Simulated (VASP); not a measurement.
Input of a VASP 6.6.1 run:

The input INCAR:

```
SYSTEM = HgTe
PREC     = Accurate       ! precision mode
ENCUT    = 520            ! plane-wave cutoff, eV
EDIFF    = 1E-8           ! SCF threshold, eV
ISMEAR   = -1             ! smearing method
SIGMA    = 0.05           ! smearing width, eV
LREAL    = .False.        ! projectors in reciprocal space
LASPH    = .True.         ! aspherical terms in the spheres
NELM     = 150            ! most SCF steps
ALGO     = Normal         ! electronic algorithm
ISIF     = 2              ! what is computed and relaxed
LWAVE    = .False.        ! write WAVECAR
LCHARG   = .False.        ! write CHGCAR
LNONCOLLINEAR= .True.         ! non-collinear magnetism
MAGMOM   = 0 0 0 0 0 0    ! initial moments
LORBIT   = 11             ! projections on sites
LSORBIT  = .True.         ! spin-orbit coupling
GGA_COMPAT= .False.      
LORBMOM  = .True.       
GGA      = PE             ! functional
LEFG     = .True.       
NBANDS   = 30             ! bands
```

Contents of KPOINTS:

```
Automatic mesh
0
Gamma
  13 13 13
  0 0 0
```

The input POSCAR:

```
HgTe
1.0
    0.0000000000      3.2235000000      3.2235000000
    3.2235000000      0.0000000000      3.2235000000
    3.2235000000      3.2235000000      0.0000000000
Hg Te
1 1
Direct
    0.0000000000      0.0000000000      0.0000000000
    0.2500000000      0.2500000000      0.2500000000
```

Potentials or basis: VASP PAW PBE potentials, release 64 (Hg, Te).

The run is started by

```bash
$ cat potpaw_PBE.64/Hg/POTCAR potpaw_PBE.64/Te/POTCAR > POTCAR
$ mpirun -np 1 vasp_ncl > vasp.out
```

**Question.** Estimate the pressure.

**Answer.** 3.9 GPa.

**Question.** What does it give for the net moment?

**Answer.** 0.00 μB per cell.

Moments on the atoms (μB; x, y, z):
```
Hg  0.00 0.00 0.00
Te  0.00 0.00 0.00
```

Caveat: the cell stands under pressure.
